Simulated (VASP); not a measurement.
Here is a VASP 6.6.1 calculation.

The input INCAR:

```
SYSTEM = LiF
ALGO = Normal ; EDIFF = 1E-6
ENCUT = 520 ; ISIF = 2
ISMEAR = 0 ; LASPH = .True.
LCHARG = .True. ; LELF = .True.
LREAL = .False. ; LVHAR = .True.
LWAVE = .False. ; NBANDS = 18
NELM = 60 ; PREC = Accurate
SIGMA = 0.05
```

Contents of KPOINTS:

```
k-points
0
Gamma
  9 9 6
  0 0 0
```

File POSCAR:

```
LiF
1.0
    3.1154738578      0.0000000000      0.0000000000
   -1.5577369289      2.6980795057      0.0000000000
    0.0000000000      0.0000000000      4.4071493192
Li F
2 2
Direct
    0.3333333333      0.6666666667      0.4026947866
    0.6666666667      0.3333333333      0.9026947866
    0.3333333333      0.6666666667      0.9910195924
    0.6666666667      0.3333333333      0.4910195924
```

Potentials or basis: VASP PAW LDA potentials, release 64 (Li_sv, F).

Launch:

```bash
$ cat potpaw_LDA.64/Li_sv/POTCAR potpaw_LDA.64/F/POTCAR > POTCAR
$ mpirun -np 1 vasp_std > vasp.out
```

Question: What does it give for the largest force?

Answer: 0.127 eV/Å.

Question: Predict the band gap on the k mesh.

Answer: 7.65 eV.

Forces on the atoms (eV/Å):
```
Li   0.000  0.000  0.127
Li   0.000  0.000  0.127
F    0.000  0.000 -0.127
F    0.000  0.000 -0.127
```

 A k mesh can miss the band edges.
